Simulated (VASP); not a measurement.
# MnI2 (P-3m1) in VASP: single point with LDA+U

Aim: the single point of MnI2 with LDA+U.

Everything below comes from runs of VASP 6.6.1. Logs are shortened: lines on timing, memory, paths and dates and some standing lists are left out, and cuts for length are marked.

**1. The cell of the first run**

Symmetry: P-3m1, No. 164, trigonal system. The conventional cell has a = 4.160 Å, b = 4.160 Å, c = 6.820 Å, α = 90.00°, β = 90.00°, γ = 120.00°. Within 3.9 Å of Mn (site symmetry -3m) lie 6 I at 2.95 Å. Within 3.9 Å of I (site symmetry 3m) lie 3 Mn at 2.95 Å.

**2. Single point, LDA+U, collinear spin, zero start**

Contents of INCAR:

```
SYSTEM = MnI2
  ALGO = Normal
  EDIFF = 1E-6
  ENCUT = 520
  GGA = CA
  ISIF = 2
  ISMEAR = 0
  ISPIN = 2
  LASPH = .TRUE.
  LCHARG = .FALSE.
  LDAU = .TRUE.
  LDAUJ = 0 0
  LDAUL = 2 -1
  LDAUPRINT = 1
  LDAUTYPE = 2
  LDAUU = 4 0
  LMAXMIX = 4
  LORBIT = 11
  LREAL = .FALSE.
  LWAVE = .FALSE.
  MAGMOM = 0 0 0 0 0 0
  NBANDS = 40
  NELM = 150
  NUPDOWN = 0.0
  PREC = Accurate
  SIGMA = 0.05
```

Contents of KPOINTS:

```
k-points
0
G
  5 5 2
  0 0 0
```

Contents of POSCAR:

```
MnI2
1.0
    4.1600013200      0.0000000000      0.0000000000
   -2.0800006600      3.6026668200      0.0000000000
    0.0000000000      0.0000000000     13.6399982000
Mn I
2 4
Direct
    0.0000000000      0.0000000000      0.0000000000
    0.0000000000      0.0000000000      0.5000000000
    0.3333333333      0.6666666667      0.1250000000
    0.6666666667      0.3333333333      0.3750000000
    0.3333333333      0.6666666667      0.6250000000
    0.6666666667      0.3333333333      0.8750000000
```

Potentials or basis: VASP PAW LDA potentials, release 64 (Mn_pv, I).

The run is started by

```
$ cat potpaw_LDA.64/Mn_pv/POTCAR potpaw_LDA.64/I/POTCAR > POTCAR
$ mpirun -np 1 vasp_std > vasp.out
```

OUTCAR:

```text
SYSTEM = MnI2
   EDIFF = 1E-6
   ENCUT = 520
   GGA = CA
   ISIF = 2
   ISMEAR = 0
   ISPIN = 2
   LASPH = .TRUE.
   LORBIT = 11
   LREAL = .FALSE.
   NELM = 150
   NUPDOWN = 0.0
   PREC = Accurate

 ion  position               nearest neighbor table
   1  0.000  0.000  0.000-   3 2.95   6 2.95   6 2.95   3 2.95   6 2.95   3 2.95
   2  0.000  0.000  0.500-   5 2.95   4 2.95   5 2.95   4 2.95   4 2.95   5 2.95
   3  0.333  0.667  0.125-   1 2.95   1 2.95   1 2.95
   4  0.667  0.333  0.375-   2 2.95   2 2.95   2 2.95
   5  0.333  0.667  0.625-   2 2.95   2 2.95   2 2.95
   6  0.667  0.333  0.875-   1 2.95   1 2.95   1 2.95

  LATTYP: Found a hexagonal cell.
 ALAT       =     4.1600013200
 C/A-ratio  =     3.2788446808

  Lattice vectors:

 A1 = (   4.1600013200,   0.0000000000,   0.0000000000)
 A2 = (  -2.0800006600,   3.6026668200,   0.0000000000)
 A3 = (   0.0000000000,   0.0000000000,  13.6399982000)

Analysis of symmetry for initial positions (statically):
=====================================================================
 Subroutine PRICEL returns following result:

  LATTYP: Found a hexagonal cell.
 ALAT       =     4.1600013200
 C/A-ratio  =     1.6394223404
[... 12 lines left out ...]
 Subroutine GETGRP returns: Found 12 space group operations
 (whereof 12 operations were pure point group operations)
 out of a pool of 24 trial point group operations.

The static configuration has the point symmetry D_3d.

Analysis of symmetry for dynamics (positions and initial velocities):
=====================================================================
 Subroutine PRICEL returns following result:

  LATTYP: Found a hexagonal cell.
 ALAT       =     4.1600013200
 C/A-ratio  =     1.6394223404
[... 12 lines left out ...]
 Subroutine GETGRP returns: Found 12 space group operations
 (whereof 12 operations were pure point group operations)
 out of a pool of 24 trial point group operations.

The dynamic configuration has the point symmetry D_3d.

Analysis of structural, dynamic, and magnetic symmetry:
=====================================================================
 Subroutine PRICEL returns following result:

  LATTYP: Found a hexagonal cell.
 ALAT       =     4.1600013200
 C/A-ratio  =     1.6394223404
[... 12 lines left out ...]
 Subroutine GETGRP returns: Found 12 space group operations
 (whereof 12 operations were pure point group operations)
 out of a pool of 24 trial point group operations.

The overall configuration has the point symmetry D_3d.

 Subroutine INISYM returns: Found 12 space group operations
 (whereof 12 operations are pure point group operations),
 and found     2 'primitive' translations

----------------------------------------------------------------------------------------

                                     Primitive cell

  volume of cell :     102.2120

  direct lattice vectors                    reciprocal lattice vectors
     4.160001320  0.000000000  0.000000000     0.240384539  0.138786078  0.000000000
    -2.080000660  3.602666820  0.000000000     0.000000000  0.277572157  0.000000000
     0.000000000  0.000000000  6.819999100     0.000000000  0.000000000  0.146627585

  length of vectors
     4.160001320  4.160001317  6.819999100     0.277572157  0.277572157  0.146627585

  position of ions in fractional coordinates (direct lattice)
     0.000000000  0.000000000  0.000000000
     0.333333333  0.666666667  0.250000000
     0.666666667  0.333333333  0.750000000

  ion indices of the primitive-cell ions
   primitive index   ion index
                 1           1
                 2           3
                 3           6
[... 129 lines left out ...]
  o =  0.4831  v =  0.0000  0.0000  0.0000  0.0000  0.0000 -0.0000 -0.0000 -1.0000  0.0000 -0.0000      0.0000  0.0000  0.0000  0.0000  0.0000  0.0000  0.0000  0.0000  0.0000  0.0000
  o =  0.8989  v =  0.0000  0.6788 -0.0000  0.0000  0.7343  0.0000  0.0000  0.0000  0.0000  0.0000      0.0000  0.0000  0.0000  0.0000  0.0000  0.0000  0.0000  0.0000  0.0000  0.0000
  o =  0.8989  v =  0.7343 -0.0000  0.0000  0.6788 -0.0000  0.0000  0.0000  0.0000  0.0000  0.0000      0.0000  0.0000  0.0000  0.0000  0.0000  0.0000  0.0000  0.0000  0.0000  0.0000
  o =  0.8990  v =  0.0000  0.0000  0.0000  0.0000  0.0000  0.0000  0.6789 -0.0000  0.0000  0.7342      0.0000  0.0000  0.0000  0.0000  0.0000  0.0000  0.0000  0.0000  0.0000  0.0000
  o =  0.8990  v =  0.0000  0.0000  0.0000  0.0000  0.0000  0.7342 -0.0000  0.0000  0.6789 -0.0000      0.0000  0.0000  0.0000  0.0000  0.0000  0.0000  0.0000  0.0000  0.0000  0.0000

atom =   2  type =  1  l = 2

 onsite density matrix

spin component  1

  0.5431 -0.0000  0.0000  0.3849 -0.0000
 -0.0000  0.4825 -0.0000 -0.0000  0.3849
  0.0000 -0.0000  0.4831 -0.0000 -0.0000
  0.3849 -0.0000 -0.0000  0.4825  0.0000
 -0.0000  0.3849 -0.0000  0.0000  0.5431

spin component  2

  0.5430 -0.0000  0.0000  0.3850 -0.0000
 -0.0000  0.4826 -0.0000 -0.0000  0.3850
  0.0000 -0.0000  0.4831 -0.0000 -0.0000
  0.3850 -0.0000 -0.0000  0.4826  0.0000
 -0.0000  0.3850 -0.0000  0.0000  0.5430

 occupancies and eigenvectors

  o =  0.1267  v =  0.0000  0.0000  0.0000  0.0000  0.0000 -0.0000 -0.7342  0.0000  0.0000  0.6789      0.0000  0.0000  0.0000  0.0000  0.0000  0.0000  0.0000  0.0000  0.0000  0.0000
  o =  0.1267  v =  0.0000  0.0000  0.0000  0.0000  0.0000  0.6789 -0.0000  0.0000 -0.7342  0.0000      0.0000  0.0000  0.0000  0.0000  0.0000  0.0000  0.0000  0.0000  0.0000  0.0000
  o =  0.1267  v =  0.0000  0.7343 -0.0000 -0.0000 -0.6788  0.0000  0.0000  0.0000  0.0000  0.0000      0.0000  0.0000  0.0000  0.0000  0.0000  0.0000  0.0000  0.0000  0.0000  0.0000
  o =  0.1267  v =  0.6788  0.0000 -0.0000 -0.7343  0.0000  0.0000  0.0000  0.0000  0.0000  0.0000      0.0000  0.0000  0.0000  0.0000  0.0000  0.0000  0.0000  0.0000  0.0000  0.0000
  o =  0.4831  v =  0.0000 -0.0000 -1.0000  0.0000 -0.0000  0.0000  0.0000  0.0000  0.0000  0.0000      0.0000  0.0000  0.0000  0.0000  0.0000  0.0000  0.0000  0.0000  0.0000  0.0000
  o =  0.4831  v =  0.0000  0.0000  0.0000  0.0000  0.0000  0.0000  0.0000  1.0000 -0.0000  0.0000      0.0000  0.0000  0.0000  0.0000  0.0000  0.0000  0.0000  0.0000  0.0000  0.0000
  o =  0.8989  v =  0.0000  0.6788 -0.0000  0.0000  0.7343  0.0000  0.0000  0.0000  0.0000  0.0000      0.0000  0.0000  0.0000  0.0000  0.0000  0.0000  0.0000  0.0000  0.0000  0.0000
  o =  0.8989  v = -0.7343  0.0000 -0.0000 -0.6788  0.0000  0.0000  0.0000  0.0000  0.0000  0.0000      0.0000  0.0000  0.0000  0.0000  0.0000  0.0000  0.0000  0.0000  0.0000  0.0000
  o =  0.8990  v =  0.0000  0.0000  0.0000  0.0000  0.0000 -0.0000  0.6789 -0.0000 -0.0000  0.7342      0.0000  0.0000  0.0000  0.0000  0.0000  0.0000  0.0000  0.0000  0.0000  0.0000
  o =  0.8990  v =  0.0000  0.0000  0.0000  0.0000  0.0000 -0.7342 -0.0000  0.0000 -0.6789 -0.0000      0.0000  0.0000  0.0000  0.0000  0.0000  0.0000  0.0000  0.0000  0.0000  0.0000

 number of electron      54.0000011 magnetization       0.0000000

 Free energy of the ion-electron system (eV)
  ---------------------------------------------------
  ext. energy  EPLUGINS =         0.00000000
  ---------------------------------------------------
  free energy    TOTEN  =       -17.78510397 eV

  energy without entropy =      -17.75903445  energy(sigma->0) =      -17.77206921

 E-fermi :   3.2628     XC(G=0):  -8.9597

 val. band max:        3.2624220909   @ k =   0.4000   0.0000   0.5000
 cond. band min:       3.2729063076   @ k =   0.4000   0.0000   0.5000
 fundamental gap:      0.0104842168
 Fermi energy:         3.2628299726

 spin component 1

 k-point     1 :       0.0000    0.0000    0.0000
  band No.  band energies     occupation
      1     -44.0087      1.00000
      2     -44.0087      1.00000
      3     -43.6752      1.00000
      4     -43.6752      1.00000
      5     -43.6752      1.00000
      6     -43.6752      1.00000
[... 409 lines left out ...]
     38       9.2981      0.00000
     39       9.7424      0.00000
 Fermi energy:         3.2628111704

 spin component 2

 k-point     1 :       0.0000    0.0000    0.0000
  band No.  band energies     occupation
      1     -44.0089      1.00000
      2     -44.0089      1.00000
      3     -43.6751      1.00000
      4     -43.6751      1.00000
      5     -43.6751      1.00000
      6     -43.6751      1.00000
[... 409 lines left out ...]
     38       9.2982      0.00000
     39       9.7424      0.00000
 [bands above 39 left out]

------------------------ aborting loop because EDIFF is reached ----------------------------------------

  FORCE on cell =-STRESS in cart. coord.  units (eV):
  Direction    XX          YY          ZZ          XY          YZ          ZX
  --------------------------------------------------------------------------------------
  -------------------------------------------------------------------------------------
  Total      -10.3190383    -10.3190383    -12.0570887     -0.0000000      0.0000000     -0.0000000
  in kB      -80.8756766    -80.8756765    -94.4976822     -0.0000000      0.0000000     -0.0000000
  external PRESSURE =     -85.4163451 kB  Pullay stress =       0.0000000 kB

 VOLUME and BASIS-vectors are now :
 -----------------------------------------------------------------------------
  energy-cutoff  :      520.00
  volume of cell :      204.42
      direct lattice vectors                 reciprocal lattice vectors
     4.160001320  0.000000000  0.000000000     0.240384539  0.138786078  0.000000000
    -2.080000660  3.602666820  0.000000000     0.000000000  0.277572157  0.000000000
     0.000000000  0.000000000 13.639998200     0.000000000  0.000000000  0.073313793

 POSITION                                       TOTAL-FORCE (eV/Angst)
 -----------------------------------------------------------------------------------
      0.00000      0.00000      0.00000        -0.000000      0.000000      0.000000
      0.00000      0.00000      6.82000        -0.000000      0.000000      0.000000
     -0.00000      2.40178      1.70500         0.000000     -0.000000     -1.585885
      2.08000      1.20089      5.11500         0.000000      0.000000      1.585885
     -0.00000      2.40178      8.52500        -0.000000     -0.000000     -1.585885
      2.08000      1.20089     11.93500         0.000000      0.000000      1.585885
 -----------------------------------------------------------------------------------
    total drift:                               -0.000000     -0.000000      0.000000

  FREE ENERGIE OF THE ION-ELECTRON SYSTEM (eV)
  ---------------------------------------------------
  free  energy   TOTEN  =       -17.7851039704 eV

  energy  without entropy=      -17.7590344459  energy(sigma->0) =      -17.77206921

 total charge

# of ion       s       p       d       tot
------------------------------------------
    1        0.193   6.112   5.047  11.353
    2        0.193   6.112   5.047  11.353
    3        1.514   2.726   0.016   4.256
    4        1.514   2.726   0.016   4.256
    5        1.514   2.726   0.016   4.256
    6        1.514   2.726   0.016   4.256
--------------------------------------------------
tot          6.441  23.130  10.159  39.730

 magnetization (x)

# of ion       s       p       d       tot
------------------------------------------
    1        0.000   0.000   0.000   0.000
    2        0.000   0.000   0.000   0.000
    3       -0.000  -0.000   0.000  -0.000
    4       -0.000  -0.000   0.000  -0.000
    5       -0.000  -0.000   0.000  -0.000
    6       -0.000  -0.000   0.000  -0.000
--------------------------------------------------
tot          0.000  -0.000   0.000   0.000
```

Run time: 3.1 min. Hardware: 1 thread of Intel Xeon Platinum 8259CL at 2.50GHz (Skylake/Cascade Lake), shared host; peak memory 0.34 GiB.

What came out:

```
Free energy                                           : -17.7851 eV
Pressure                                              : -8.5 GPa
Largest force                                         : 1.586 eV/Å
Net moment                                            : 0.00 μB per cell
Valence electrons inside the program's atomic spheres : Mn 11.35; I 4.26
```

Forces on the atoms (eV/Å):
```
Mn   0.000  0.000  0.000
Mn   0.000  0.000  0.000
I    0.000  0.000 -1.586
I    0.000  0.000  1.586
I    0.000  0.000 -1.586
I    0.000  0.000  1.586
```

Stress tensor (GPa, compression positive):
```
-8.09  0.00  0.00
 0.00 -8.09  0.00
 0.00  0.00 -9.45
```

Eigenvalues of the final occupation matrices:
```
    site  spin  trace               eigenvalues
site 1 d     1   2.53  0.13 0.13 0.48 0.90 0.90
site 1 d     2   2.53  0.13 0.13 0.48 0.90 0.90
site 2 d     1   2.53  0.13 0.13 0.48 0.90 0.90
site 2 d     2   2.53  0.13 0.13 0.48 0.90 0.90
```

Caveat: the cell stands under tension; spin-orbit coupling is left out, which moves the levels of the heavy elements; the total moment is fixed, so each spin has its own Fermi level; forces of over 1 eV/Å act on the atoms, so gaps and moduli don't describe the material at rest.
